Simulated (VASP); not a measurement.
## PbSe (rock salt type): single point with r2SCAN

Crystal: PbSe (rock salt type).

```
CELL_PARAMETERS angstrom
0.00000 3.10500 3.10500
3.10500 0.00000 3.10500
3.10500 3.10500 0.00000
ATOMIC_POSITIONS crystal
Pb 0.00000 0.00000 0.00000
Se 0.50000 0.50000 0.50000
```

```json
{
  "Program": "VASP 6.6.1",
  "Task": "single point",
  "Functional": "r2SCAN",
  "Potentials or basis": "VASP PAW PBE potentials, release 64 (Pb_d, Se)",
  "Cutoff": "520 eV",
  "k mesh": "6 × 6 × 6",
  "Occupations": "fermi-dirac, width 0.02 eV",
  "Spin": "no spin polarisation"
}
```

* Pressure: -0.8 GPa
* Band gap on the k mesh: 0.72 eV

Levels at points of the mesh, in eV from the valence-band top:
```tsv
k point	band 6	band 7	band 8	band 9	band 10	band 11	band 12	band 13	band 14	band 15
(0.00, 0.00, 0.00)	-13.74	-6.39	-1.79	-1.79	-1.79	4.98	4.98	4.98	7.09	7.09
(0.50, 0.00, 0.00)	-12.74	-8.78	-1.40	-1.40	0.00	0.72	2.05	2.05	9.06	10.60
(0.50, 0.50, 0.00)	-12.41	-7.44	-4.75	-3.08	-3.08	4.24	5.86	5.86	6.32	11.78
```

Run time: 120 s on 1 thread of Intel Xeon 8259CL (shared host), peak memory 0.22 GiB.

Caveat: the PAW data sets were made with another functional, which shifts forces and pressure a little; spin-orbit coupling is left out, which moves the levels of the heavy elements. A k mesh can miss the band edges.
